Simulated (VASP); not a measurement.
A run of VASP 6.6.1 is set up as follows.

The input INCAR:

```
  PREC = Accurate
  ENCUT = 520
  EDIFF = 1E-6
  ISMEAR = 0
  SIGMA = 0.01
  LREAL = False
  LASPH = True
  NELM = 100
  ALGO = Normal
  ISIF = 2
  LWAVE = False
  LCHARG = True
  GGA = PE
  LELF = True
  LVHAR = True
  NBANDS = 31
```

KPOINTS

```
Automatic mesh
0
Gamma
  6 6 4
```

POSCAR

```
HfO2
1.0
    3.6043047785      0.0000000000      0.0000000000
    0.0000000000      3.6043047785      0.0000000000
    0.0000000000      0.0000000000      5.2639672250
Hf O
2 4
Direct
    0.5000000000      0.5000000000      0.5000000000
    0.0000000000      0.0000000000      0.0000000000
    0.0000000000      0.5000000000      0.6932520973
    0.5000000000      0.0000000000      0.8067479027
    0.5000000000      0.0000000000      0.3067479027
    0.0000000000      0.5000000000      0.1932520973
```

Potentials or basis: VASP PAW PBE potentials, release 64 (Hf_pv, O).

The run is started by

```sh
$ cat potpaw_PBE.64/Hf_pv/POTCAR potpaw_PBE.64/O/POTCAR > POTCAR
$ mpirun -np 1 vasp_std > vasp.out
```

Task: Predict the pressure.

Result: -3.1 GPa.

Task: Predict the largest force.

Result: 0.049 eV/Å.

Task: What does it give for the band gap on the k mesh?

Result: 4.65 eV, indirect (least direct gap 4.72 eV).

Forces on the atoms (eV/Å):
```
Hf   0.000  0.000  0.000
Hf   0.000  0.000  0.000
O    0.000  0.000 -0.049
O    0.000  0.000  0.049
O    0.000  0.000  0.049
O    0.000  0.000 -0.049
```

Caveat: spin-orbit coupling is left out, which moves the levels of the heavy elements. A k mesh can miss the band edges.
